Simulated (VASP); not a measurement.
# Zr3TaZn (Pm-3m) in VASP: notebook, part 2 of 2

VASP 6.6.1. Earlier steps stand in the parts before.

## (3) Single point, PBE, collinear spin

This run uses another cell than the first one, of 23.63 Å³/atom.

INCAR reads:

```
ALGO = Fast
EDIFF = 1E-6
ENCUT = 520
GGA = PE
ISIF = 2
ISMEAR = 0
ISPIN = 2
LASPH = True
LCHARG = False
LMAXMIX = 4
LORBIT = 11
LREAL = False
LWAVE = False
MAGMOM = 1 1 1 0 0
NBANDS = 42
NELM = 150
PREC = Accurate
SIGMA = 0.1
```

KPOINTS reads:

```
k-points
0
Gamma
  4 4 4
```

POSCAR reads:

```
Zr3TaZn
1.0
    4.9069206362      0.0000000000      0.0000000000
    0.0000000000      4.9069206362      0.0000000000
    0.0000000000      0.0000000000      4.9069206362
Zr Ta Zn
3 1 1
Direct
    0.0000000000      0.5000000000      0.5000000000
    0.5000000000      0.0000000000      0.5000000000
    0.5000000000      0.5000000000      0.0000000000
    0.0000000000      0.0000000000      0.0000000000
    0.5000000000      0.5000000000      0.5000000000
```

Potentials or basis: VASP PAW PBE potentials, release 64 (Zr_sv, Ta_pv, Zn).

Run with:

```bash
> cat potpaw_PBE.64/Zr_sv/POTCAR potpaw_PBE.64/Ta_pv/POTCAR potpaw_PBE.64/Zn/POTCAR > POTCAR
> mpirun -np 1 vasp_std > vasp.out
```

OUTCAR:

```text
EDIFF = 1E-6
   ENCUT = 520
   GGA = PE
   ISIF = 2
   ISMEAR = 0
   ISPIN = 2
   LASPH = True
   LORBIT = 11
   LREAL = False
   NELM = 150
   PREC = Accurate

 ion  position               nearest neighbor table
   1  0.000  0.500  0.500-   5 2.45   5 2.45   4 3.47   2 3.47   3 3.47   4 3.47   2 3.47   4 3.47
                             4 3.47   2 3.47   3 3.47   3 3.47   3 3.47   2 3.47
   2  0.500  0.000  0.500-   5 2.45   5 2.45   4 3.47   1 3.47   3 3.47   4 3.47   1 3.47   3 3.47
                             3 3.47   3 3.47   1 3.47   4 3.47   4 3.47   1 3.47
   3  0.500  0.500  0.000-   5 2.45   5 2.45   4 3.47   1 3.47   1 3.47   2 3.47   2 3.47   2 3.47
                             4 3.47   2 3.47   1 3.47   4 3.47   1 3.47   4 3.47
   4  0.000  0.000  0.000-   1 3.47   2 3.47   3 3.47   1 3.47   2 3.47   1 3.47   3 3.47   1 3.47
                             2 3.47   3 3.47   2 3.47   3 3.47
   5  0.500  0.500  0.500-   1 2.45   2 2.45   3 2.45   3 2.45   2 2.45   1 2.45

  LATTYP: Found a simple cubic cell.
 ALAT       =     4.9069206362

  Lattice vectors:

 A1 = (   4.9069206362,   0.0000000000,   0.0000000000)
 A2 = (   0.0000000000,   4.9069206362,   0.0000000000)
 A3 = (   0.0000000000,   0.0000000000,   4.9069206362)

Analysis of symmetry for initial positions (statically):
=====================================================================
 Subroutine PRICEL returns:
 Original cell was already a primitive cell.

 Routine SETGRP: Setting up the symmetry group for a
 simple cubic supercell.

 Subroutine GETGRP returns: Found 48 space group operations
 (whereof 48 operations were pure point group operations)
 out of a pool of 48 trial point group operations.

The static configuration has the point symmetry O_h .

Analysis of symmetry for dynamics (positions and initial velocities):
=====================================================================
 Subroutine PRICEL returns:
 Original cell was already a primitive cell.

 Routine SETGRP: Setting up the symmetry group for a
 simple cubic supercell.

 Subroutine GETGRP returns: Found 48 space group operations
 (whereof 48 operations were pure point group operations)
 out of a pool of 48 trial point group operations.

The dynamic configuration has the point symmetry O_h .

Analysis of structural, dynamic, and magnetic symmetry:
=====================================================================
 Subroutine PRICEL returns:
 Original cell was already a primitive cell.

 Routine SETGRP: Setting up the symmetry group for a
 simple cubic supercell.

 Subroutine GETGRP returns: Found 48 space group operations
 (whereof 48 operations were pure point group operations)
 out of a pool of 48 trial point group operations.

The overall configuration has the point symmetry O_h .

 Subroutine INISYM returns: Found 48 space group operations
 (whereof 48 operations are pure point group operations),
 and found     1 'primitive' translations

----------------------------------------------------------------------------------------

                                     Primitive cell

  volume of cell :     118.1482

  direct lattice vectors                    reciprocal lattice vectors
     4.906920636  0.000000000  0.000000000     0.203793799  0.000000000  0.000000000
     0.000000000  4.906920636  0.000000000     0.000000000  0.203793799  0.000000000
     0.000000000  0.000000000  4.906920636     0.000000000  0.000000000  0.203793799

  length of vectors
     4.906920636  4.906920636  4.906920636     0.203793799  0.203793799  0.203793799

[... 79 lines left out ...]
   POTIM  = 0.5000    time-step for ionic-motion
   TEBEG  =    0.0;   TEEND  =   0.0 temperature during run
   PSTRESS=    0.0 pullay stress
   NELECT =      59.0000    total number of electrons
   NUPDOWN=      -1.0000    fix difference up-down
   EMIN   =  10.00;   EMAX   =-10.00  energy-range for DOS
   EFERMI =   0.00;   METHOD = LEGACY
   ISMEAR =     0;   SIGMA  =   0.10  broadening in eV -4-tet -1-fermi 0-gaus
   EFERMI_NEDOS =   21; number of points for ismear=-14 and -15
   IALGO  =     68    algorithm
   IMIX   =      4    mixing-type and parameters
     AMIX     =   0.40;   BMIX     =  1.00
     AMIX_MAG =   1.60;   BMIX_MAG =  1.00
  volume/ion in A,a.u.               =      23.63       159.46
  Fermi-wavevector in a.u.,A,eV,Ry     =   1.298822  2.454419 22.952210  1.686940
  Thomas-Fermi vector in A             =   2.430126
   LORBIT       =     11    0 simple, 1 ext, 2 COOP (PROOUT), +10 PAW based schemes
   GGA     = PE    functional components
   LHFCALC =     F    Hartree Fock is set to
   AEXX    =    0.0000 exact exchange contribution
   IVDW    =     0    specifies the selected vdW correction
   LEPSILON=     F    determine dielectric tensor
   LRPA    =     F    only Hartree local field effects (RPA)
 spin polarized calculation
 RMM-DIIS sequential band-by-band and
 Gauss-broadening in eV      SIGMA  =   0.10
  energy-cutoff  :      520.00
  volume of cell :      118.15
 maximum number of plane-waves:      3197
   NGX = 19   NGY = 19   NGZ = 19

 number of electron      58.9999994 magnetization       1.4612030

 Free energy of the ion-electron system (eV)
  ---------------------------------------------------
  ext. energy  EPLUGINS =         0.00000000
  ---------------------------------------------------
  free energy    TOTEN  =       -33.97181317 eV

  energy without entropy =      -33.92343035  energy(sigma->0) =      -33.94762176

 E-fermi :   5.9398     XC(G=0): -10.7265

 val. band max:        5.9077197150   @ k =   0.5000   0.5000   0.2500
 cond. band min:       5.9462302041   @ k =   0.5000   0.2500   0.0000
 fundamental gap:      0.0385104890
 Fermi energy:         5.9398207412

 spin component 1

 k-point     1 :       0.0000    0.0000    0.0000
  band No.  band energies     occupation
      1     -42.8696      1.00000
      2     -42.8156      1.00000
      3     -42.8156      1.00000
      4     -29.0350      1.00000
      5     -29.0350      1.00000
      6     -29.0350      1.00000
[... 429 lines left out ...]
     40       9.7326      0.00000
     41       9.9763      0.00000
 Fermi energy:         5.9398207412

 spin component 2

 k-point     1 :       0.0000    0.0000    0.0000
  band No.  band energies     occupation
      1     -42.8131      1.00000
      2     -42.7592      1.00000
      3     -42.7592      1.00000
      4     -28.7516      1.00000
      5     -28.7516      1.00000
      6     -28.7516      1.00000
[... 429 lines left out ...]
     40       9.9525      0.00000
     41      10.0489      0.00000
 [bands above 41 left out]

------------------------ aborting loop because EDIFF is reached ----------------------------------------

  FORCE on cell =-STRESS in cart. coord.  units (eV):
  Direction    XX          YY          ZZ          XY          YZ          ZX
  --------------------------------------------------------------------------------------
  -------------------------------------------------------------------------------------
  Total        0.2008941      0.2008941      0.2008941      0.0000000     -0.0000000      0.0000000
  in kB        2.7242734      2.7242734      2.7242734      0.0000000     -0.0000000      0.0000000
  external PRESSURE =       2.7242734 kB  Pullay stress =       0.0000000 kB

 VOLUME and BASIS-vectors are now :
 -----------------------------------------------------------------------------
  energy-cutoff  :      520.00
  volume of cell :      118.15
      direct lattice vectors                 reciprocal lattice vectors
     4.906920636  0.000000000  0.000000000     0.203793799  0.000000000  0.000000000
     0.000000000  4.906920636  0.000000000     0.000000000  0.203793799  0.000000000
     0.000000000  0.000000000  4.906920636     0.000000000  0.000000000  0.203793799

 POSITION                                       TOTAL-FORCE (eV/Angst)
 -----------------------------------------------------------------------------------
      0.00000      2.45346      2.45346         0.000000      0.000000      0.000000
      2.45346      0.00000      2.45346         0.000000      0.000000      0.000000
      2.45346      2.45346      0.00000         0.000000      0.000000      0.000000
      0.00000      0.00000      0.00000         0.000000      0.000000      0.000000
      2.45346      2.45346      2.45346         0.000000      0.000000      0.000000
 -----------------------------------------------------------------------------------
    total drift:                                0.000000      0.000000      0.000000

  FREE ENERGIE OF THE ION-ELECTRON SYSTEM (eV)
  ---------------------------------------------------
  free  energy   TOTEN  =       -33.9718131675 eV

  energy  without entropy=      -33.9234303501  energy(sigma->0) =      -33.94762176

 total charge

# of ion       s       p       d       tot
------------------------------------------
    1        2.198   5.973   1.580   9.751
    2        2.198   5.973   1.580   9.751
    3        2.198   5.973   1.580   9.751
    4        0.334   6.056   2.043   8.434
    5        0.886   0.808   9.701  11.395
--------------------------------------------------
tot          7.813  24.783  16.484  49.081

 magnetization (x)

# of ion       s       p       d       tot
------------------------------------------
    1        0.001   0.011   0.079   0.091
    2        0.001   0.011   0.079   0.091
    3        0.001   0.011   0.079   0.091
    4        0.012   0.026   0.426   0.463
    5       -0.001   0.039   0.007   0.045
--------------------------------------------------
tot          0.014   0.098   0.670   0.782
```

OSZICAR:

```text
N       E                     dE             d eps       ncg     rms          rms(c)
DAV:   1     0.660473376592E+03    0.66047E+03   -0.29208E+04  1680   0.152E+03
DAV:   2     0.253878737540E+02   -0.63509E+03   -0.61478E+03  1770   0.445E+02
[... 26 lines left out ...]
RMM:  29    -0.339718085768E+02   -0.25152E-05   -0.31378E-05  1921   0.363E-02    0.103E-03
RMM:  30    -0.339718102780E+02   -0.17011E-05   -0.22160E-05  1879   0.358E-02    0.135E-03
RMM:  31    -0.339718117753E+02   -0.14973E-05   -0.20138E-05  1888   0.352E-02    0.116E-03
RMM:  32    -0.339718125836E+02   -0.80833E-06   -0.12201E-05  1884   0.347E-02    0.150E-03
RMM:  33    -0.339718131714E+02   -0.58783E-06   -0.10502E-05  1879   0.343E-02    0.126E-03
RMM:  34    -0.339718131675E+02    0.39399E-08   -0.38351E-06  1834   0.340E-02
   1 F= -.33971813E+02 E0= -.33947622E+02  d E =-.483828E-01  mag=     1.4612
```

Run time: 3.9 min. Hardware: 1 thread of Intel Xeon Platinum 8259CL at 2.50GHz (Skylake/Cascade Lake), shared host; peak memory 0.29 GiB.

Results:

```
Free energy                                           : -33.9718 eV
Pressure                                              : 0.3 GPa
Net moment                                            : 1.46 μB per cell
Site moments                                          : Zr +0.09; Ta +0.46; Zn +0.04 μB
Valence electrons inside the program's atomic spheres : Zr 9.75; Ta 8.43; Zn 11.39
```

Levels at points of the mesh, in eV from the Fermi level:
Spin up:
```csv
k point,band 28,band 29,band 30,band 31,band 32,band 33
"(0.00, 0.00, 0.00)",0.86,0.86,0.86,0.91,0.91,0.91
"(0.50, 0.00, 0.00)",-0.75,-0.26,-0.26,-0.22,0.75,1.26
"(0.50, 0.50, 0.00)",-0.47,-0.43,-0.43,-0.36,-0.25,1.04
"(0.50, 0.50, 0.50)",-0.36,0.35,0.35,0.35,0.42,0.42
```
Spin down:
| k point | band 26 | band 27 | band 28 | band 29 | band 30 | band 31 |
| --- | --- | --- | --- | --- | --- | --- |
| (0.00, 0.00, 0.00) | -1.16 | -1.16 | 1.06 | 1.06 | 1.06 | 1.12 |
| (0.50, 0.00, 0.00) | -0.78 | -0.64 | -0.36 | -0.14 | -0.04 | -0.04 |
| (0.50, 0.50, 0.00) | -0.46 | -0.32 | -0.32 | -0.12 | -0.12 | -0.07 |
| (0.50, 0.50, 0.50) | -0.08 | -0.08 | -0.08 | 0.61 | 0.61 | 0.61 |

Caveat: spin-orbit coupling is left out, which moves the levels of the heavy elements.
